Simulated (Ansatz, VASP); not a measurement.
## BaB12H12: VASP beside Ansatz

```
CELL_PARAMETERS angstrom
7.30537 0.00000 0.00000
-3.65268 6.32664 0.00000
0.00000 0.00000 11.81024
ATOMIC_POSITIONS crystal
Ba 0.66667 0.33333 0.26314
Ba 0.33333 0.66667 0.76314
B 0.91479 0.38613 0.61094
B 0.47134 0.08521 0.61094
B 0.61387 0.52866 0.61094
B 0.52866 0.61387 0.11094
B 0.38613 0.91479 0.11094
B 0.08521 0.47134 0.11094
B 0.51240 0.30026 0.52479
B 0.78786 0.48760 0.52479
B 0.69974 0.21214 0.52479
B 0.21214 0.69974 0.02479
B 0.30026 0.51240 0.02479
B 0.48760 0.78786 0.02479
B 0.82006 0.36497 0.75159
B 0.54491 0.17994 0.75159
B 0.63503 0.45509 0.75159
B 0.45509 0.63503 0.25159
B 0.36497 0.82006 0.25159
B 0.17994 0.54491 0.25159
B 0.41730 0.28065 0.66542
B 0.86335 0.58270 0.66542
B 0.71935 0.13665 0.66542
B 0.13665 0.71935 0.16542
B 0.28065 0.41730 0.16542
B 0.58270 0.86335 0.16542
H 0.08933 0.42176 0.58800
H 0.33244 0.91067 0.58800
H 0.57824 0.66756 0.58800
H 0.66756 0.57824 0.08800
H 0.42176 0.08933 0.08800
H 0.91067 0.33244 0.08800
H 0.39982 0.27575 0.44538
H 0.87593 0.60018 0.44538
H 0.72425 0.12407 0.44538
H 0.12407 0.72425 0.94538
H 0.27575 0.39982 0.94538
H 0.60018 0.87593 0.94538
H 0.92532 0.38404 0.83344
H 0.45872 0.07468 0.83344
H 0.61596 0.54128 0.83344
H 0.54128 0.61596 0.33344
H 0.38404 0.92532 0.33344
H 0.07468 0.45872 0.33344
H 0.24078 0.24186 0.68540
H 0.00108 0.75922 0.68540
H 0.75814 0.99892 0.68540
H 0.99892 0.75814 0.18540
H 0.24186 0.24078 0.18540
H 0.75922 0.00108 0.18540
```

Alike in both runs: task electric field gradients; functional PBE; k mesh 5 × 5 × 3; occupations fermi-dirac, width 0.05 eV; no spin polarisation.

|  | VASP | Ansatz |
| --- | --- | --- |
| version | VASP 6.6.1 | Ansatz 0.2.0 |
| potentials or method | VASP PAW PBE potentials, release 64 (Ba_sv, B, H) | plane-wave PAW, scalar-relativistic |
| plane-wave cutoff (eV) | 520 | 420 |
| valence electrons in the cell | 116 | 116 |

```csv
,VASP,Ansatz,Ansatz less VASP
gap on the k mesh at the Fermi level (eV),5.91,5.87,-0.043
pressure (GPa),0.8,0.7,-0.07
rms of the force components (eV/Å),0.060,0.062,+0.0018
size of Vzz on the site where it differs most (V/Å²),10.9,8.6,-2.32
```

Atom by atom the forces differ by 0.006 eV/Å (rms over components). Ansatz's warnings: xc potential rough in thin density.

Neither program's run includes spin-orbit coupling.
